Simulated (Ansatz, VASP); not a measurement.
# Sr2C: VASP beside Ansatz

INCAR

```
SYSTEM = Sr2C
ALGO = Normal
EDIFF = 1E-7
ENCUT = 520
GGA = PS
ISIF = 2
ISMEAR = 1
LASPH = .True.
LCHARG = .False.
LREAL = .False.
LWAVE = .False.
NBANDS = 19
NELM = 80
PREC = Accurate
SIGMA = 0.2
```

The input KPOINTS:

```
k-points
0
Gamma
  4 4 4
  0 0 0
```

The input POSCAR:

```
Sr2C
1.0
    0.0000000000      3.3601424449      3.3601424449
    3.3601424449      0.0000000000      3.3601424449
    3.3601424449      3.3601424449      0.0000000000
C Sr
1 2
Direct
    0.0000000000      0.0000000000      0.0000000000
    0.2500000000      0.2500000000      0.2500000000
    0.7500000000      0.7500000000      0.7500000000
```

Input for Ansatz:

```yaml
crystal:
  lattice:
    - [0.0, 3.3601424449, 3.3601424449]
    - [3.3601424449, 0.0, 3.3601424449]
    - [3.3601424449, 3.3601424449, 0.0]
  atoms:
    - { symbol: C, position: [0.0, 0.0, 0.0] }
    - { symbol: Sr, position: [0.25, 0.25, 0.25] }
    - { symbol: Sr, position: [0.75, 0.75, 0.75] }
kpoints:
  mp_grid: { grid: [4, 4, 4] }
hamiltonian:
  xc: pbesol
scf:
  occupations: { method: cold, width: 0.2 }
  n_extra_bands: 4
output:
  forces: true
  stress: true
  eigenvalues: true
```

Alike in both runs: task single point; functional PBEsol; k mesh 4 × 4 × 4; no spin polarisation.

|  | VASP | Ansatz |
| --- | --- | --- |
| version | VASP 6.6.1 | Ansatz 0.2.0 |
| potentials or method | VASP PAW PBE potentials, release 64 (C, Sr_sv) | plane waves |
| plane-wave cutoff (eV) | 520 | 420 |
| occupations | methfessel-paxton of order 1, width 0.2 eV | cold, width 0.2 eV |
| valence electrons in the cell | 24 | 24 |

Ansatz gave:

* pressure (GPa): -1.7

Q: Which values does VASP return?

A: Pressure (GPa): -1.5.

VASP's potentials were made for PBE, not for PBEsol.

The k mesh is coarse, so the values compare programs but aren't converged.
